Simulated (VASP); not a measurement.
## W: single point with r2SCAN

W:

```
CELL_PARAMETERS angstrom
0.00000 -2.03000 -2.03000
0.00000 2.03000 -2.03000
4.06000 0.00000 0.00000
ATOMIC_POSITIONS crystal
W 0.50000 0.50000 0.53695
W 0.00000 0.00000 0.96305
```

This cell differs from its parent crystal: atoms displaced along a vibrational mode.

```
Program             : VASP 6.6.1
Task                : single point
Functional          : r2SCAN
Potentials or basis : VASP PAW PBE potentials, release 64 (W_sv)
Cutoff              : 550 eV
k mesh              : 16 × 16 × 12
Occupations         : gaussian, width 0.15 eV
Spin                : no spin polarisation
```

* Pressure: 2.4 GPa
* Largest force: 3.020 eV/Å
* Band gap on the k mesh: zero (bands 14 and 15 overlap by 3.54 eV)

Forces on the atoms (eV/Å):
```
W   -3.020  0.000  0.000
W    3.020  0.000  0.000
```

Stress tensor (GPa, compression positive):
```
-15.62   0.00   0.00
  0.00  11.35   0.00
  0.00   0.00  11.35
```

Levels at points of the mesh, in eV from the Fermi level:
| k point | band 11 | band 12 | band 13 | band 14 | band 15 | band 16 | band 17 | band 18 |
| --- | --- | --- | --- | --- | --- | --- | --- | --- |
| (0.00, 0.00, 0.00) | -5.04 | -0.67 | -0.67 | -0.32 | 1.37 | 2.21 | 4.91 | 5.33 |
| (0.50, 0.00, 0.00) | -2.94 | -2.94 | -0.84 | -0.84 | -0.06 | -0.06 | 3.23 | 3.23 |
| (0.50, 0.50, 0.00) | -4.65 | -4.65 | 2.95 | 2.95 | 5.00 | 5.00 | 5.11 | 5.11 |
| (0.00, 0.00, 0.50) | -4.24 | -1.86 | -1.66 | 0.67 | 0.67 | 2.22 | 2.37 | 2.37 |
| (0.50, 0.00, 0.50) | -1.14 | -1.14 | -0.60 | -0.60 | 0.42 | 0.42 | 4.83 | 4.83 |
| (0.50, 0.50, 0.50) | -2.87 | -2.87 | -1.46 | -1.46 | 1.78 | 1.78 | 5.76 | 5.76 |

It took 2.9 min on 1 thread of Intel(R) Xeon(R) 6975P-C (Granite Rapids) (shared host), peak memory 0.3 GiB.

Caveat: the cell differs from its parent crystal (atoms displaced along a vibrational mode); the stress differs along the axes, from -16 to 11 GPa; the PAW data sets were made with another functional, which shifts forces and pressure a little; spin-orbit coupling is left out, which moves the levels of the heavy elements.
